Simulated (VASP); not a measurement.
Wanted: the native input for a VASP 6.6.1 run.

```
Task                   : single point
Functional             : BLYP
Potentials or basis    : VASP PAW PBE potentials, release 64 (Hf_pv)
Cutoff                 : 520 eV
k mesh                 : 13 × 13 × 4
Occupations            : fermi-dirac, width 0.1 eV
Spin                   : no spin polarisation
Dipole correction      : no
Further INCAR settings : ALGO = Normal; EDIFF = 1e-07; NBANDS = 28
```

The structure of Hf lies in POSCAR:

```
Hf
1.0
    3.1837586439      0.0000000000      0.0000000000
   -1.5918793219      2.7572158652      0.0000000000
    0.0000000000      0.0000000000     10.1774381113
Hf
4
Direct
    0.0000000000      1.0000000000      0.0000000000
    0.0000000000      1.0000000000      0.5000000000
    0.3333333333      0.6666666667      0.2500000000
    0.6666666667      0.3333333333      0.7500000000
```

The input as run:

INCAR

```
SYSTEM = Hf
AGGAC = 1.0 ; AGGAX = 1.0
ALDAC = 0.0 ; ALDAX = 1.0
ALGO = Normal ; EDIFF = 1E-7
ENCUT = 520 ; GGA = B5
ISIF = 2 ; ISMEAR = -1
LASPH = .True. ; LCHARG = .True.
LELF = .True. ; LREAL = .False.
LVHAR = .True. ; LWAVE = .False.
NBANDS = 28 ; NELM = 60
PREC = Accurate ; SIGMA = 0.1
```

KPOINTS

```
k-points
0
Gamma
  13 13 4
  0 0 0
```

Potentials or basis: VASP PAW PBE potentials, release 64 (Hf_pv).

The run is started by

```console
$ cat potpaw_PBE.64/Hf_pv/POTCAR > POTCAR
$ mpirun -np 1 vasp_std > vasp.out
```

Results of the run:

The pressure is 4.4 GPa and the band gap on the k mesh is zero (bands 20 and 21 overlap by 1.55 eV).

Caveat: the cell stands under pressure; the PAW data sets were made with another functional, which shifts forces and pressure a little; spin-orbit coupling is left out, which moves the levels of the heavy elements.

It took 78 s on 1 thread of Intel(R) Xeon(R) 6975P-C (Granite Rapids), with other jobs on the host, peak memory 0.25 GiB.
